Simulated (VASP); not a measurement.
Runs of VASP 6.6.1 on HfN. The structure is that of space group Fm-3m (No. 225), or close to it. The cells are those of the table. 

```csv
task,cell,k mesh,cutoff (eV),gap on the mesh (eV),pressure (GPa)
single point,"a = 3.183 Å, angles 60.0°, 2 atoms",16 × 16 × 16,520,none,6.1
single point,"a = 3.190 Å, angles 60.0°, 2 atoms",8 × 8 × 8,520,none,4.4
single point,"a = 3.320 Å, angles 60.0°, 2 atoms",16 × 16 × 16,520,none,-22.4
single point,"a = 3.279 Å, angles 60.0°, 2 atoms",16 × 16 × 16,520,none,-15.7
relaxation of cell and atoms,"relaxed from a = 3.190 Å, angles 60.0°, 2 atoms",16 × 16 × 16,600,none,0.0
single point,"a = 3.248 Å, angles 60.0°, 2 atoms",16 × 16 × 16,520,none,(a)
single point,"a = 3.216 Å, angles 60.0°, 2 atoms",16 × 16 × 16,520,none,-2.3
single point,"a = 3.150 Å, angles 60.0°, 2 atoms",16 × 16 × 16,520,none,16.1
single point,"a = 3.082 Å, angles 60.0°, 2 atoms",16 × 16 × 16,520,none,(c)
single point,"a = 3.116 Å, angles 60.0°, 2 atoms",16 × 16 × 16,520,none,(b)
```

Alike in all rows: level PBE; potentials or basis VASP PAW PBE potentials, release 64 (Hf_pv, N); no spin polarisation; smearing gaussian 0.1 eV.

Q: Estimate the missing entries.

A: (a) -9.6; (b) 27.8; (c) 41.6.

Caveats: spin-orbit coupling is left out, which moves the levels of the heavy elements.

A k mesh can miss the band edges, and the runs leave out spin-orbit coupling on Hf.

A gap of «none» marks levels without a gap at the run's occupations.
